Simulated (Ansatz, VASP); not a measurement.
## Si: VASP beside Ansatz

Contents of INCAR:

```
  PREC = Accurate
  ENCUT = 520
  EDIFF = 1E-6
  ISMEAR = 0
  SIGMA = 0.03
  LREAL = False
  LASPH = True
  NELM = 80
  ALGO = Normal
  ISIF = 2
  LWAVE = False
  LCHARG = False
  GGA = PS
  NBANDS = 16
```

Contents of KPOINTS:

```
regular mesh
0
Gamma
  10 10 10
```

File POSCAR:

```
Si
1.0
   -3.6544066622      3.6544066622      1.9186812134
    3.6544066622     -3.6544066622      1.9186812134
    3.6544066622      3.6544066622     -1.9186812134
Si
4
Direct
    0.1787304307      0.1787304307      0.3574608614
    0.8212695693      0.8212695693      0.6425391386
    0.1787304307      0.8212695693      0.0000000000
    0.8212695693      0.1787304307      0.0000000000
```

Input for Ansatz:

```yaml
crystal:
  lattice:
    - [-3.6544066622, 3.6544066622, 1.9186812134]
    - [3.6544066622, -3.6544066622, 1.9186812134]
    - [3.6544066622, 3.6544066622, -1.9186812134]
  atoms:
    - { symbol: Si, position: [0.1787304307, 0.1787304307, 0.3574608614] }
    - { symbol: Si, position: [0.8212695693, 0.8212695693, 0.6425391386] }
    - { symbol: Si, position: [0.1787304307, 0.8212695693, 0.0] }
    - { symbol: Si, position: [0.8212695693, 0.1787304307, 0.0] }
basis:
  ecutwfc: 420
kpoints:
  mp_grid: { grid: [10, 10, 10] }
hamiltonian:
  xc: pbesol
  pseudopotentials: { kind: paw, azcp: { folder: soft_1 } }
scf:
  occupations: { method: gaussian, width: 0.03 }
output:
  forces: true
  stress: true
  eigenvalues: true
```

Change from the starting cell: engineering shear strain xy +0.0000, equal normal strain along x and y +0.1000.

Alike in both runs: task single point; functional PBEsol; k mesh 10 × 10 × 10; occupations gaussian, width 0.03 eV; no spin polarisation.

```csv
,VASP,Ansatz
version,VASP 6.6.1,Ansatz 0.2.0
potentials or method,"VASP PAW PBE potentials, release 64 (Si), cutoff 520 eV","scalar-relativistic, plane waves, PAW"
valence electrons in the cell,16,16
```

Ansatz gave:

```
gap on the k mesh at the Fermi level (eV)                     : 0.05
least direct gap on the mesh (eV)                             : 0.96
pressure (GPa)                                                : -10.2
traceless stress, the component that is largest in VASP (GPa) : 6.73
rms of the force components (eV/Å)                            : 0.307
```

Q: Estimate VASP's values.

A: gap on the k mesh at the Fermi level (eV): 0.04; least direct gap on the mesh (eV): 0.96; pressure (GPa): -10.1; traceless stress, the component that is largest in VASP (GPa): 6.76; rms of the force components (eV/Å): 0.309.

VASP's potentials were made for PBE, not for PBEsol, and Ansatz warns of the same on its side. Atom by atom the forces differ by 0.003 eV/Å (rms over components). With one functional, cell and mesh, what is left measures potentials, basis and numerics.
